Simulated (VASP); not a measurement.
Crystal: MgZn4O.

```
CELL_PARAMETERS angstrom
5.20000 0.00000 0.00000
-2.60000 4.50333 0.00000
0.00000 0.00000 6.87000
ATOMIC_POSITIONS crystal
Mg 0.00000 0.00000 0.50000
Mg 0.00000 0.00000 0.00000
Zn 0.50000 0.50000 0.71300
Zn 0.50000 0.50000 0.28700
Zn 0.00000 0.50000 0.28700
Zn 0.00000 0.50000 0.71300
Zn 0.50000 0.00000 0.71300
Zn 0.50000 0.00000 0.28700
Zn 0.66667 0.33333 0.00000
Zn 0.33333 0.66667 0.00000
O 0.66667 0.33333 0.50000
O 0.33333 0.66667 0.50000
```

| Item | Value |
| --- | --- |
| Program | VASP 6.6.1 |
| Task | relaxation of cell and atoms |
| Functional | PBE |
| Potentials or basis | VASP PAW PBE potentials, release 64 (Mg, Zn, O) |
| Cutoff | 600 eV |
| k mesh | 4 × 4 × 3 |
| Occupations | gaussian, width 0.2 eV |
| Spin | no spin polarisation |

At the start: pressure 16.6 GPa; volume 13.41 Å³/atom.

Question: How do energy, volume and symmetry change on relaxing?

Answer: Over 5 steps the energy falls by 107.0 meV/atom and the volume is 15.55 Å³/atom (+16.0 %); space group P6/mmm (No. 191, to 0.05 Å).

Step by step:
```tsv
step	energy change (eV)	largest force (eV/Å)	pressure (GPa)	volume (Å³)
1	0.0000	0.6800	16.56	160.88
2	-1.1714	0.1985	-3.18	195.26
3	-1.2738	0.0396	-0.16	186.38
4	-1.2735	0.0506	-0.35	186.91
5	-1.2842	0.0362	-0.34	186.58
```

Final structure:
```
Mg Zn O
1.0
     5.40008    0.00000    0.00000
    -2.70004    4.67661    0.00000
     0.00000    0.00000    7.38805
Mg Zn O
2 8 2
Cartesian
  0.0000 0.0000 3.6940
  0.0000 0.0000 0.0000
  1.3500 2.3383 5.2936
  1.3500 2.3383 2.0944
  -1.3500 2.3383 2.0944
  -1.3500 2.3383 5.2936
  2.7000 0.0000 5.2936
  2.7000 0.0000 2.0944
  2.7000 1.5589 0.0000
  0.0000 3.1177 0.0000
  2.7000 1.5589 3.6940
  0.0000 3.1177 3.6940
```

Caveat: the volume moved by over 15 % at a fixed basis, so the end points are rough; the relaxation stopped at a loose force limit of 0.08 eV/Å, so its end isn't a converged minimum.
